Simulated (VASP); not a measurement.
The system is Pt.

```
Pt
1.0
     2.77405    0.00000    0.00000
    -1.38702    2.40239    0.00000
     0.00000    0.00000    9.06004
Pt
4
Cartesian
  0.0000 0.0000 0.0000
  0.0000 0.0000 4.5300
  0.0000 1.6016 2.2650
  1.3870 0.8008 6.7950
```

- Program: VASP 6.6.1
- Task: relaxation of cell and atoms
- Functional: PBE
- Potentials or basis: VASP PAW PBE potentials, release 64 (Pt)
- Cutoff: 600 eV
- k mesh: 13 × 13 × 4
- Occupations: fermi-dirac, width 0.1 eV
- Spin: no spin polarisation

At the start: pressure 10.4 GPa; volume 15.09 Å³/atom.

Where does the relaxation end?

Over 10 steps the energy falls by 20.4 meV/atom and the volume is 15.69 Å³/atom (+3.9 %); space group P6_3/mmc (No. 194, to 0.05 Å).

Step by step:
```
step  energy change (eV)  largest force (eV/Å)  pressure (GPa)  volume (Å³)
   1              0.0000                0.0000           10.44        60.38
   2              0.3517                0.0000          -18.64        69.38
   3             -0.0762                0.0000           -0.53        62.87
   4             -0.0763                0.0000           -0.20        62.78
   5             -0.0763                0.0000           -0.01        62.74
   6             -0.0805                0.0000            0.12        62.70
   7             -0.0817                0.0000            0.27        62.67
   8             -0.0817                0.0000            0.27        62.67
   9             -0.0813                0.0000           -0.67        62.91
  10             -0.0817                0.0000            0.01        62.74
```

Final structure:
```cif
data_structure
_symmetry_space_group_name_H-M 'P 1'
_symmetry_Int_Tables_number 1
_cell_length_a 2.7897
_cell_length_b 2.7897
_cell_length_c 9.3091
_cell_angle_alpha 90.000
_cell_angle_beta 90.000
_cell_angle_gamma 120.000
_cell_volume 62.74
loop_
_atom_site_label
_atom_site_type_symbol
_atom_site_fract_x
_atom_site_fract_y
_atom_site_fract_z
_atom_site_occupancy
Pt1 Pt 0.00000 0.00000 0.00000 1
Pt2 Pt 0.00000 0.00000 0.50000 1
Pt3 Pt 0.33333 0.66667 0.25000 1
Pt4 Pt 0.66667 0.33333 0.75000 1
```
